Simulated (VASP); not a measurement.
# SnMo (Pm-3m) in VASP: single point with PBE

Aim: the single point of SnMo with PBE.

Program: VASP 6.6.1. These are calculated values, not measurements. Logs are shortened: lines on timing, memory, paths and dates and some standing lists are left out, and cuts for length are marked.

### Step 1. The cell of the first run

It takes space group Pm-3m (No. 221, cubic). Conventional cell: a = 3.520 Å, b = 3.520 Å, c = 3.520 Å, α = 90.00°, β = 90.00°, γ = 90.00°. Within 4.0 Å of Sn (site symmetry m-3m) lie 8 Mo at 3.05 Å and 6 Sn at 3.52 Å. Within 4.0 Å of Mo (site symmetry m-3m) lie 8 Sn at 3.05 Å and 6 Mo at 3.52 Å.

### Step 2. Single point, PBE

Contents of INCAR:

```
SYSTEM = SnMo
PREC = Accurate ; ENCUT = 520
EDIFF = 1E-6 ; ISMEAR = 0
SIGMA = 0.1 ; LREAL = .FALSE.
LASPH = .TRUE. ; NELM = 60
ALGO = Normal ; ISIF = 2
LWAVE = .FALSE. ; LCHARG = .FALSE.
GGA = PE ; NBANDS = 21
```

Contents of KPOINTS:

```
Automatic mesh
0
G
  6 6 6
  0 0 0
```

Contents of POSCAR:

```
SnMo
1.0
    3.5197746700      0.0000000000      0.0000000000
    0.0000000000      3.5197746700      0.0000000000
    0.0000000000      0.0000000000      3.5197746700
Sn Mo
1 1
Direct
    0.0000000000      0.0000000000      0.0000000000
    0.5000000000      0.5000000000      0.5000000000
```

Potentials or basis: VASP PAW PBE potentials, release 64 (Sn_d, Mo_sv).

Started as:

```sh
cat potpaw_PBE.64/Sn_d/POTCAR potpaw_PBE.64/Mo_sv/POTCAR > POTCAR
mpirun -np 1 vasp_std > vasp.out
```

OUTCAR:

```text
SYSTEM = SnMo
   PREC = Accurate
   ENCUT = 520
   EDIFF = 1E-6
   ISMEAR = 0
   LREAL = .FALSE.
   LASPH = .TRUE.
   NELM = 60
   ISIF = 2
   GGA = PE

 ion  position               nearest neighbor table
   1  0.000  0.000  0.000-   2 3.05   2 3.05   2 3.05   2 3.05   2 3.05   2 3.05   2 3.05   2 3.05

   2  0.500  0.500  0.500-   1 3.05   1 3.05   1 3.05   1 3.05   1 3.05   1 3.05   1 3.05   1 3.05

  LATTYP: Found a simple cubic cell.
 ALAT       =     3.5197746700

  Lattice vectors:

 A1 = (   3.5197746700,   0.0000000000,   0.0000000000)
 A2 = (   0.0000000000,   3.5197746700,   0.0000000000)
 A3 = (   0.0000000000,   0.0000000000,   3.5197746700)

Analysis of symmetry for initial positions (statically):
=====================================================================
 Subroutine PRICEL returns:
 Original cell was already a primitive cell.

 Routine SETGRP: Setting up the symmetry group for a
 simple cubic supercell.

 Subroutine GETGRP returns: Found 48 space group operations
 (whereof 48 operations were pure point group operations)
 out of a pool of 48 trial point group operations.

The static configuration has the point symmetry O_h .

Analysis of symmetry for dynamics (positions and initial velocities):
=====================================================================
 Subroutine PRICEL returns:
 Original cell was already a primitive cell.

 Routine SETGRP: Setting up the symmetry group for a
 simple cubic supercell.

 Subroutine GETGRP returns: Found 48 space group operations
 (whereof 48 operations were pure point group operations)
 out of a pool of 48 trial point group operations.

The dynamic configuration has the point symmetry O_h .

 Subroutine INISYM returns: Found 48 space group operations
 (whereof 48 operations are pure point group operations),
 and found     1 'primitive' translations

----------------------------------------------------------------------------------------

                                     Primitive cell

  volume of cell :      43.6058

  direct lattice vectors                    reciprocal lattice vectors
     3.519774670  0.000000000  0.000000000     0.284109096  0.000000000  0.000000000
     0.000000000  3.519774670  0.000000000     0.000000000  0.284109096  0.000000000
     0.000000000  0.000000000  3.519774670     0.000000000  0.000000000  0.284109096

  length of vectors
     3.519774670  3.519774670  3.519774670     0.284109096  0.284109096  0.284109096

[... 73 lines left out ...]
   ENCUT  =  520.0 eV  38.22 Ry    6.18 a.u.   6.54  6.54  6.54*2*pi/ulx,y,z
   NELM   =     60;   NELMIN=  2; NELMDL= -5     # of ELM steps
   EDIFF  = 0.1E-05   stopping-criterion for ELM
   LREAL  =      F    real-space projection
   EDIFFG = 0.1E-04   stopping-criterion for IOM
   NSW    =      0    number of steps for IOM
   IBRION =     -1    ionic relax: 0-MD 1-quasi-New 2-CG
   NFREE  =      0    steps in history (QN), initial steepest desc. (CG)
   ISIF   =      2    stress and relaxation
   ISYM   =      2    0-nonsym 1-usesym 2-fastsym
   POTIM  = 0.5000    time-step for ionic-motion
   TEBEG  =    0.0;   TEEND  =   0.0 temperature during run
   PSTRESS=    0.0 pullay stress
   NELECT =      28.0000    total number of electrons
   NUPDOWN=      -1.0000    fix difference up-down
   EMIN   =  10.00;   EMAX   =-10.00  energy-range for DOS
   EFERMI =   0.00;   METHOD = LEGACY
   ISMEAR =     0;   SIGMA  =   0.10  broadening in eV -4-tet -1-fermi 0-gaus
   EFERMI_NEDOS =   21; number of points for ismear=-14 and -15
   IALGO  =     38    algorithm
   IMIX   =      4    mixing-type and parameters
     AMIX     =   0.40;   BMIX     =  1.00
     AMIX_MAG =   1.60;   BMIX_MAG =  1.00
  volume/ion in A,a.u.               =      21.80       147.13
  Fermi-wavevector in a.u.,A,eV,Ry     =   1.412362  2.668977 27.140439  1.994766
  Thomas-Fermi vector in A             =   2.534118
   LORBIT       =      0    0 simple, 1 ext, 2 COOP (PROOUT), +10 PAW based schemes
   GGA     = PE    functional components
   LHFCALC =     F    Hartree Fock is set to
   AEXX    =    0.0000 exact exchange contribution
   IVDW    =     0    specifies the selected vdW correction
   LEPSILON=     F    determine dielectric tensor
   LRPA    =     F    only Hartree local field effects (RPA)
 non-spin polarized calculation
 Gauss-broadening in eV      SIGMA  =   0.10
  energy-cutoff  :      520.00
  volume of cell :       43.61
 maximum number of plane-waves:      1208
 NGX is ok and might be reduce to    28
   NGX = 13   NGY = 13   NGZ = 13

 number of electron      28.0000014 magnetization

 Free energy of the ion-electron system (eV)
  ---------------------------------------------------
  ext. energy  EPLUGINS =         0.00000000
  ---------------------------------------------------
  free energy    TOTEN  =       -13.49403969 eV

  energy without entropy =      -13.46304342  energy(sigma->0) =      -13.47854155

 E-fermi :   9.2042     XC(G=0): -11.5004

 val. band max:        9.2026438757   @ k =   0.3333   0.3333   0.0000
 cond. band min:       9.2042411978   @ k =   0.5000   0.3333   0.0000
 fundamental gap:      0.0015973220
 Fermi energy:         9.2041883146

 k-point     1 :       0.0000    0.0000    0.0000
  band No.  band energies     occupation
      1     -51.6645      2.00000
      2     -25.6960      2.00000
      3     -25.6960      2.00000
      4     -25.6960      2.00000
      5     -11.8852      2.00000
      6     -11.8852      2.00000
[... 469 lines left out ...]
     20      14.3885      0.00000
     21      14.3885      0.00000

------------------------ aborting loop because EDIFF is reached ----------------------------------------

  FORCE on cell =-STRESS in cart. coord.  units (eV):
  Direction    XX          YY          ZZ          XY          YZ          ZX
  --------------------------------------------------------------------------------------
  -------------------------------------------------------------------------------------
  Total       -4.5877358     -4.5877358     -4.5877358      0.0000000      0.0000000     -0.0000000
  in kB     -168.5638322   -168.5638322   -168.5638322      0.0000000      0.0000000     -0.0000000
  external PRESSURE =    -168.5638322 kB  Pullay stress =       0.0000000 kB

 VOLUME and BASIS-vectors are now :
 -----------------------------------------------------------------------------
  energy-cutoff  :      520.00
  volume of cell :       43.61
      direct lattice vectors                 reciprocal lattice vectors
     3.519774670  0.000000000  0.000000000     0.284109096  0.000000000  0.000000000
     0.000000000  3.519774670  0.000000000     0.000000000  0.284109096  0.000000000
     0.000000000  0.000000000  3.519774670     0.000000000  0.000000000  0.284109096

 POSITION                                       TOTAL-FORCE (eV/Angst)
 -----------------------------------------------------------------------------------
      0.00000      0.00000      0.00000         0.000000      0.000000      0.000000
      1.75989      1.75989      1.75989         0.000000      0.000000      0.000000
 -----------------------------------------------------------------------------------
    total drift:                                0.000000      0.000000      0.000000

  FREE ENERGIE OF THE ION-ELECTRON SYSTEM (eV)
  ---------------------------------------------------
  free  energy   TOTEN  =       -13.4940396903 eV

  energy  without entropy=      -13.4630434176  energy(sigma->0) =      -13.47854155
```

stdout:

```text
POSCAR found type information on POSCAR SnMo
 POSCAR found :  2 types and       2 ions
 scaLAPACK will be used
 LDA part: xc-table for (Slater+PW92), standard interpolation
 POSCAR, INCAR and KPOINTS ok, starting setup
 FFT: planning ... GRIDC
 FFT: planning ... GRID_SOFT
 FFT: planning ... GRID
 WAVECAR not read
 entering main loop
```

Run time: 15 s. Hardware: 1 thread of AMD EPYC 7R43 (Zen 3), shared host; peak memory 0.13 GiB.

What came out:

```yaml
Free_energy: -13.4940 eV
Pressure: -16.9 GPa
Band_gap_on_the_k_mesh: zero (band 14 reaches 10.82 eV, above the bottom of band 15 at 8.93 eV)
```

Levels at points of the mesh, in eV from the Fermi level:
| k point | band 10 | band 11 | band 12 | band 13 | band 14 | band 15 | band 16 | band 17 | band 18 | band 19 |
| --- | --- | --- | --- | --- | --- | --- | --- | --- | --- | --- |
| (0.00, 0.00, 0.00) | -9.98 | -1.87 | -1.87 | 0.64 | 0.64 | 0.64 | 2.38 | 2.38 | 2.38 | 6.20 |
| (0.50, 0.00, 0.00) | -7.65 | -5.37 | -1.53 | -1.17 | -1.17 | 0.67 | 1.69 | 7.13 | 7.20 | 7.20 |
| (0.50, 0.50, 0.00) | -6.88 | -2.64 | -2.64 | -1.80 | -0.19 | -0.19 | 1.55 | 2.21 | 3.56 | 5.32 |
| (0.50, 0.50, 0.50) | -3.95 | -3.82 | -3.82 | -3.82 | 1.61 | 1.61 | 3.13 | 3.13 | 3.13 | 5.18 |

Caveat: spin-orbit coupling is left out, which moves the levels of the heavy elements.
